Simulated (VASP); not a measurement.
**Pb: single point with PBEsol+D3(BJ)**

Crystal: Pb.

```xyz
2
Lattice="2.9591 -1.7222 -0.5273 2.9591 1.7222 -0.5273 -3.1178 0.0000 6.1871" Properties=species:S:1:pos:R:3 pbc="T T T"
Pb    3.5798    0.0000    3.5857
Pb   -0.7794    0.0000    1.5468
```

```
Program             : VASP 6.6.1
Task                : single point
Functional          : PBEsol
Dispersion          : D3(BJ)
Potentials or basis : VASP PAW PBE potentials, release 64 (Pb_d)
Cutoff              : 520 eV
k mesh              : 9 × 9 × 5
Occupations         : fermi-dirac, width 0.05 eV
Spin                : no spin polarisation
```

- Pressure: -0.3 GPa
- Band gap on the k mesh: zero (band 14 reaches 13.52 eV, above the bottom of band 15 at 6.14 eV)
- Dispersion energy per atom: -0.467 eV

Levels at points of the mesh, in eV from the Fermi level:
```tsv
k point	band 12	band 13	band 14	band 15	band 16	band 17
(0.00, 0.00, 0.00)	-7.99	-4.43	5.64	5.78	7.46	7.96
```

It took 110 s on 1 thread of Intel(R) Xeon(R) Platinum 8488C (Sapphire Rapids), with other jobs on the host, peak memory 0.27 GiB.

Caveat: three body term missing; the PAW data sets were made with another functional, which shifts forces and pressure a little; spin-orbit coupling is left out, which moves the levels of the heavy elements; pairwise dispersion overbinds metals, which lowers pressure and volume.
